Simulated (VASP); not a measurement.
The system is KI.

```
K I
1.0
     4.29094    0.00000    0.00000
     0.00000    4.29094    0.00000
     0.00000    0.00000    4.29094
K I
1 1
Direct
  0.00000 0.00000 0.00000
  0.50000 0.50000 0.50000
```

Base run:

```yaml
Program: VASP 6.6.1
Functional: PBE
Potentials_or_basis: VASP PAW PBE potentials, release 64 (K_sv, I)
Cutoff: 520 eV
k_mesh: 4 × 4 × 4
Occupations: gaussian, width 0.01 eV
Spin: no spin polarisation
```

Its results: band gap on the k mesh 3.33 eV, indirect (least direct gap 3.69 eV); pressure 0.6 GPa.

**Question.** The run is repeated on the same cell with these changes: functional from PBE to r2SCAN. What comes out?

**Answer.** Band gap on the k mesh 4.04 eV, indirect (least direct gap 4.41 eV); pressure 0.1 GPa.

r2SCAN gives the wider gap, since meta-GGAs in the generalised Kohn-Sham scheme recover part of the derivative discontinuity.

Caveats: spin-orbit coupling is left out, which moves the levels of the heavy elements; the PAW data sets were made with another functional, which shifts forces and pressure a little (some runs).

A k mesh can miss the band edges.
